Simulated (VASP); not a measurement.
# I in VASP: a series of runs

The runs below take I through single point, relaxation of cell and atoms, with PBEsol.

All numbers are computed with VASP 6.6.1; they aren't measurements. Logs are shortened: lines on timing, memory, paths and dates and some standing lists are left out, and cuts for length are marked.

## Step 1: The cell of the first run

The typed cell holds 1 atom: a = 3.367 Å, b = 3.367 Å, c = 2.995 Å, α = 63.59°, β = 63.59°, γ = 52.82°.

## Step 2: Single point, PBEsol

Contents of INCAR:

```
PREC     = Accurate       # precision mode
ENCUT    = 520            # plane-wave cutoff, eV
EDIFF    = 1E-6           # SCF threshold, eV
ISMEAR   = -1             # smearing method
SIGMA    = 0.1            # smearing width, eV
LREAL    = False          # projectors in reciprocal space
LASPH    = True           # aspherical terms in the spheres
NELM     = 100            # most SCF steps
ALGO     = Normal         # electronic algorithm
ISIF     = 2              # what is computed and relaxed
LWAVE    = False          # write WAVECAR
LCHARG   = False          # write CHGCAR
GGA      = PS             # functional
NBANDS   = 10             # bands
```

Contents of KPOINTS:

```
regular mesh
0
Gamma
  16 16 16
```

Contents of POSCAR:

```
I
1.0
    0.0000000000      2.1179036806      2.6170042488
    2.1177490939      0.0000000000      2.6170042488
    2.1177490939      2.1179036806      0.0000000000
I
1
Direct
    0.0000000000      0.0000000000      0.0000000000
```

Potentials or basis: VASP PAW PBE potentials, release 64 (I).

The run is started by

```bash
$ cat potpaw_PBE.64/I/POTCAR > POTCAR
$ mpirun -np 1 vasp_std > vasp.out
```

OUTCAR:

```text
PREC = Accurate
   ENCUT = 520
   EDIFF = 1E-6
   ISMEAR = -1
   LREAL = False
   LASPH = True
   NELM = 100
   ISIF = 2
   GGA = PS

 ion  position               nearest neighbor table
   1  0.000  0.000  0.000-

  LATTYP: Found a face centered orthorhombic cell.
 ALAT       =     4.2354981878
 B/A-ratio  =     1.0000729958
 C/A-ratio  =     1.2357480196

  Lattice vectors:

 A1 = (   0.0000000000,   2.1179036806,   2.6170042488)
 A2 = (   2.1177490939,   0.0000000000,   2.6170042488)
 A3 = (   2.1177490939,   2.1179036806,   0.0000000000)

Analysis of symmetry for initial positions (statically):
=====================================================================
 Subroutine PRICEL returns:
 Original cell was already a primitive cell.

 Routine SETGRP: Setting up the symmetry group for a
 face centered orthorhombic supercell.

 Subroutine GETGRP returns: Found  8 space group operations
 (whereof  8 operations were pure point group operations)
 out of a pool of  8 trial point group operations.

The static configuration has the point symmetry D_2h.

Analysis of symmetry for dynamics (positions and initial velocities):
=====================================================================
 Subroutine PRICEL returns:
 Original cell was already a primitive cell.

 Routine SETGRP: Setting up the symmetry group for a
 face centered orthorhombic supercell.

 Subroutine GETGRP returns: Found  8 space group operations
 (whereof  8 operations were pure point group operations)
 out of a pool of  8 trial point group operations.

The dynamic configuration has the point symmetry D_2h.

 Subroutine INISYM returns: Found  8 space group operations
 (whereof  8 operations are pure point group operations),
 and found     1 'primitive' translations

----------------------------------------------------------------------------------------

                                     Primitive cell

  volume of cell :      23.4755

  direct lattice vectors                    reciprocal lattice vectors
     0.000000000  2.117903681  2.617004249    -0.236099735  0.236082502  0.191058154
     2.117749094  0.000000000  2.617004249     0.236099735 -0.236082502  0.191058154
     2.117749094  2.117903681  0.000000000     0.236099735  0.236082502 -0.191058154

  length of vectors
     3.366634408  3.366537162  2.995058802     0.384683312  0.384683312  0.384683312

  position of ions in fractional coordinates (direct lattice)
     0.000000000  0.000000000  0.000000000

  ion indices of the primitive-cell ions
   primitive index   ion index
                 1           1

----------------------------------------------------------------------------------------

 KPOINTS: regular mesh

Automatic generation of k-mesh.
 Grid dimensions read from file:
 generate k-points for:   16   16   16

 Generating k-lattice:

  Cartesian coordinates                     Fractional coordinates (reciprocal lattice)
    -0.014756233  0.014755156  0.011941135     0.062500000  0.000000000 -0.000000000
     0.014756233 -0.014755156  0.011941135     0.000000000  0.062500000  0.000000000
     0.014756233  0.014755156 -0.011941135    -0.000000000  0.000000000  0.062500000

  Length of vectors
     0.024042707  0.024042707  0.024042707

  Shift w.r.t. Gamma in fractional coordinates (k-lattice)
     0.000000000  0.000000000  0.000000000

 Subroutine IBZKPT returns following result:
 ===========================================

 Found    621 irreducible k-points:

 Following reciprocal coordinates:
            Coordinates               Weight
  0.000000  0.000000  0.000000      1.000000
  0.062500  0.000000 -0.000000      8.000000
  0.125000  0.000000 -0.000000      8.000000
  0.187500 -0.000000 -0.000000      8.000000
  0.250000  0.000000 -0.000000      8.000000
  0.312500  0.000000  0.000000      8.000000
[... 16 lines left out ...]
 -0.125000  0.062500  0.000000      8.000000
 -0.062500  0.062500  0.000000      4.000000
 [... further k-points ...]
   k-points           NKPTS =    621   k-points in BZ     NKDIM =    621   number of bands    NBANDS=     10
   number of dos      NEDOS =    301   number of ions     NIONS =      1
   total plane-waves  NPLWV =  18816
   dimension x,y,z NGX =    28 NGY =   28 NGZ =   24
   dimension x,y,z NGXF=    56 NGYF=   56 NGZF=   48
   ions per type =               1
   NGX,Y,Z   is equivalent  to a cutoff of  13.83, 13.83, 13.32 a.u.
   NGXF,Y,Z  is equivalent  to a cutoff of  27.65, 27.65, 26.64 a.u.
 SYSTEM =  unknown system
   PREC   = accura    normal or accurate (medium, high low for compatibility)
   ISTART =      0    job   : 0-new  1-cont  2-samecut
   ICHARG =      2    charge: 1-file 2-atom 10-const
   ISPIN  =      1    spin polarized calculation?
   LNONCOLLINEAR =      F non collinear calculations
   LSORBIT =      F    spin-orbit coupling
   LASPH  =      T    aspherical Exc in radial PAW
   ENCUT  =  520.0 eV  38.22 Ry    6.18 a.u.   6.26  6.26  5.57*2*pi/ulx,y,z
   NELM   =    100;   NELMIN=  2; NELMDL= -5     # of ELM steps
   EDIFF  = 0.1E-05   stopping-criterion for ELM
   LREAL  =      F    real-space projection
   EDIFFG = 0.1E-04   stopping-criterion for IOM
   NSW    =      0    number of steps for IOM
   IBRION =     -1    ionic relax: 0-MD 1-quasi-New 2-CG
   NFREE  =      0    steps in history (QN), initial steepest desc. (CG)
   ISIF   =      2    stress and relaxation
   ISYM   =      2    0-nonsym 1-usesym 2-fastsym
   POTIM  = 0.5000    time-step for ionic-motion
   TEBEG  =    0.0;   TEEND  =   0.0 temperature during run
   PSTRESS=    0.0 pullay stress
   NELECT =       7.0000    total number of electrons
   NUPDOWN=      -1.0000    fix difference up-down
   EMIN   =  10.00;   EMAX   =-10.00  energy-range for DOS
   EFERMI =   0.00;   METHOD = LEGACY
   ISMEAR =    -1;   SIGMA  =   0.10  broadening in eV -4-tet -1-fermi 0-gaus
   EFERMI_NEDOS =   21; number of points for ismear=-14 and -15
   IALGO  =     38    algorithm
   IMIX   =      4    mixing-type and parameters
     AMIX     =   0.40;   BMIX     =  1.00
     AMIX_MAG =   1.60;   BMIX_MAG =  1.00
  volume/ion in A,a.u.               =      23.48       158.42
  Fermi-wavevector in a.u.,A,eV,Ry     =   1.093711  2.066814 16.275332  1.196203
  Thomas-Fermi vector in A             =   2.230001
   LORBIT       =      0    0 simple, 1 ext, 2 COOP (PROOUT), +10 PAW based schemes
   GGA     = PS    functional components
   LHFCALC =     F    Hartree Fock is set to
   AEXX    =    0.0000 exact exchange contribution
   IVDW    =     0    specifies the selected vdW correction
   LEPSILON=     F    determine dielectric tensor
   LRPA    =     F    only Hartree local field effects (RPA)
 non-spin polarized calculation
  energy-cutoff  :      520.00
  volume of cell :       23.48
 maximum number of plane-waves:       654
 NGX is ok and might be reduce to    28
   NGX = 13   NGY = 13   NGZ = 11

 number of electron       7.0000000 magnetization

 Free energy of the ion-electron system (eV)
  ---------------------------------------------------
  ext. energy  EPLUGINS =         0.00000000
  ---------------------------------------------------
  free energy    TOTEN  =        -0.99663773 eV

  energy without entropy =       -0.97886126  energy(sigma->0) =       -0.98774949

 E-fermi :  10.5854     XC(G=0): -11.1107

 val. band max:       10.5717080515   @ k =  -0.1875   0.0625   0.0000
 cond. band min:      10.5857490859   @ k =  -0.1875   0.0625   0.0625
 fundamental gap:      0.0140410344
 Fermi energy:        10.5853879420

 k-point     1 :       0.0000    0.0000    0.0000
  band No.  band energies     occupation
      1      -6.4729      2.00000
      2      11.8890      0.00000
      3      12.7844      0.00000
      4      12.7847      0.00000
      5      18.8433      0.00000
      6      19.8520      0.00000
      7      21.1876      0.00000
      8      21.1881      0.00000
      9      21.5461      0.00000
     10      21.5680      0.00000

 k-point     2 :       0.0625    0.0000   -0.0000
  band No.  band energies     occupation
      1      -6.3943      2.00000
      2      11.6420      0.00005
      3      12.2456      0.00000
      4      12.7817      0.00000
      5      19.0452      0.00000
      6      19.7603      0.00000
      7      20.3484      0.00000
      8      21.3101      0.00000
      9      21.5251      0.00000
     10      22.4614      0.00000

 k-point     3 :       0.1250    0.0000   -0.0000
  band No.  band energies     occupation
      1      -6.1604      2.00000
      2      10.4724      1.51162
      3      11.5545      0.00012
      4      12.7765      0.00000
      5      18.5397      0.00000
      6      19.4152      0.00000
      7      20.7695      0.00000
      8      21.6594      0.00000
      9      22.2681      0.00000
     10      23.4667      0.00000

 k-point     4 :       0.1875   -0.0000   -0.0000
  band No.  band energies     occupation
      1      -5.7769      2.00000
      2       8.7429      2.00000
      3      11.0174      0.02624
      4      12.7771      0.00000
      5      17.5839      0.00000
      6      19.3713      0.00000
      7      21.6234      0.00000
      8      22.1572      0.00000
      9      23.4631      0.00000
     10      24.5988      0.00000
[... 222 lines left out ...]
 k-point    22 :      -0.1875    0.0625    0.0000
  band No.  band energies     occupation
      1      -5.4616      2.00000
      2       7.6828      2.00000
      3      10.5717      1.06829
      4      13.1026      0.00000
      5      17.3179      0.00000
      6      20.1883      0.00000
      7      21.2962      0.00000
      8      22.1349      0.00000
      9      23.3340      0.00000
     10      23.7369      0.00000

 k-point    23 :      -0.1250    0.0625    0.0000
  band No.  band energies     occupation
      1      -5.9190      2.00000
      2       9.4041      1.99999
      3      11.1423      0.00760
      4      13.0324      0.00000
      5      18.0218      0.00000
      6      20.0641      0.00000
      7      20.5350      0.00000
      8      21.7053      0.00000
      9      22.8383      0.00000
     10      24.4120      0.00000

 k-point    24 :      -0.0625    0.0625    0.0000
  band No.  band energies     occupation
      1      -6.2330      2.00000
      2      10.9885      0.03489
      3      11.5844      0.00009
      4      12.9214      0.00000
      5      18.8896      0.00000
      6      19.6161      0.00000
      7      20.2398      0.00000
      8      21.3911      0.00000
      9      22.3324      0.00000
     10      22.9147      0.00000

 [... further k-points ...]
[... 5 lines left out ...]
  --------------------------------------------------------------------------------------
  -------------------------------------------------------------------------------------
  Total        3.6790511      3.6785898      3.6873538     -0.0000000      0.0000000      0.0000000
  in kB      251.0910743    251.0595877    251.6577203     -0.0000000      0.0000000      0.0000000
  external PRESSURE =     251.2694608 kB  Pullay stress =       0.0000000 kB

 VOLUME and BASIS-vectors are now :
 -----------------------------------------------------------------------------
  energy-cutoff  :      520.00
  volume of cell :       23.48
      direct lattice vectors                 reciprocal lattice vectors
     0.000000000  2.117903681  2.617004249    -0.236099735  0.236082502  0.191058154
     2.117749094  0.000000000  2.617004249     0.236099735 -0.236082502  0.191058154
     2.117749094  2.117903681  0.000000000     0.236099735  0.236082502 -0.191058154

 POSITION                                       TOTAL-FORCE (eV/Angst)
 -----------------------------------------------------------------------------------
      0.00000      0.00000      0.00000         0.000000      0.000000      0.000000
 -----------------------------------------------------------------------------------
    total drift:                                0.000000      0.000000      0.000000

  FREE ENERGIE OF THE ION-ELECTRON SYSTEM (eV)
  ---------------------------------------------------
  free  energy   TOTEN  =        -0.9966377261 eV

  energy  without entropy=       -0.9788612624  energy(sigma->0) =       -0.98774949
```

Run time: 90 s. Hardware: 1 thread of Intel Xeon Platinum 8259CL at 2.50GHz (Skylake/Cascade Lake), shared host; peak memory 0.26 GiB.

Results:

- Free energy: -0.9966 eV
- Pressure: 25.1 GPa

Levels at points of the mesh, in eV from the Fermi level:
```tsv
k point	band 1	band 2	band 3	band 4	band 5	band 6	band 7	band 8
(0.00, 0.00, 0.00)	-17.06	1.30	2.20	2.20	8.26	9.27	10.60	10.60
(0.50, 0.00, 0.00)	-13.68	-8.24	-1.17	2.31	4.88	9.27	10.54	10.64
(0.50, 0.50, 0.00)	-14.07	-7.94	-0.45	-0.45	4.86	5.13	20.68	20.68
(0.50, 0.00, 0.50)	-11.49	-6.96	-4.03	-1.79	2.28	3.53	15.08	15.55
(0.00, 0.50, 0.50)	-11.49	-6.96	-4.03	-1.79	2.28	3.53	15.08	15.55
```

Caveat: the PAW data sets were made with another functional, which shifts forces and pressure a little; spin-orbit coupling is left out, which moves the levels of the heavy elements; an odd number of electrons without spin polarisation forces a metal; a magnetic or distorted state may lie lower.

(Continued in part 2 of 2.)
